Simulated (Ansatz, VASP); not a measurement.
# Zn: VASP beside Ansatz

```
Zn
1.0
     2.55270    0.00000    0.00000
    -1.27635    2.21070    0.00000
     0.00000    0.00000    4.84737
Zn
2
Direct
  0.33333 0.66667 0.25000
  0.66667 0.33333 0.75000
```

Alike in both runs: functional LDA; k mesh 21 × 21 × 10; occupations methfessel-paxton of order 1, width 0.1 eV; no spin polarisation.

Ansatz relaxed the structure, and its values are those at the end. VASP's run is a single point on that final structure, the one shown.

|  | VASP | Ansatz |
| --- | --- | --- |
| version | VASP 6.6.1 | Ansatz 0.2.0 |
| potentials or method | VASP PAW LDA potentials, release 64 (Zn) | scalar-relativistic, plane waves, PAW |
| plane-wave cutoff (eV) | 520 | 420 |
| valence electrons in the cell | 24 | 24 |

```tsv
	VASP	Ansatz	Ansatz less VASP
gap on the k mesh at the Fermi level (eV)	none	none	-
pressure (GPa)	1.0	0.0	-1.00
```

LDA's correlation is that of Perdew and Zunger in VASP and of Perdew and Wang (1992) in Ansatz. A gap of «none» marks a metal or a gap that the smearing closes.
